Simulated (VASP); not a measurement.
Input of a VASP 6.6.1 run:

File POSCAR:

```
YSe
1.0
    0.0000000000      2.9612793863      2.9612793863
    2.9612793863      0.0000000000      2.9612793863
    2.9612793863      2.9612793863      0.0000000000
Y Se
1 1
Direct
    0.5000000000      0.5000000000      0.5000000000
    0.0000000000      0.0000000000      0.0000000000
```

Contents of INCAR.step1:

```
SYSTEM = YSe
  ALGO = Normal
  EDIFF = 1E-4
  ENCUT = 520
  GGA = PE
  ISMEAR = 1
  LASPH = .TRUE.
  LCHARG = .FALSE.
  LREAL = .FALSE.
  LWAVE = .TRUE.
  NBANDS = 16
  NELM = 60
  PREC = Accurate
  SIGMA = 0.1
```

The input INCAR.step2:

```
SYSTEM = YSe
  ALGO = Normal
  EDIFF = 1E-7
  ENCUT = 520
  ISIF = 2
  ISMEAR = 1
  ISTART = 1
  LASPH = .TRUE.
  LCHARG = .TRUE.
  LELF = .TRUE.
  LMIXTAU = .TRUE.
  LREAL = .FALSE.
  LVHAR = .TRUE.
  LWAVE = .FALSE.
  METAGGA = R2SCAN
  NBANDS = 16
  NELM = 60
  PREC = Accurate
  SIGMA = 0.1
```

The input KPOINTS:

```
k-points
0
G
  7 7 7
  0 0 0
```

Potentials or basis: VASP PAW PBE potentials, release 64 (Y_sv, Se).

Run with:

```bash
$ cat potpaw_PBE.64/Y_sv/POTCAR potpaw_PBE.64/Se/POTCAR > POTCAR
$ cp INCAR.step1 INCAR
$ mpirun -np 1 vasp_std > vasp.out
$ cp INCAR.step2 INCAR
$ mpirun -np 1 vasp_std > vasp.out
```

Predict the pressure.

-5.8 GPa.

Caveat: the PAW data sets were made with another functional, which shifts forces and pressure a little.
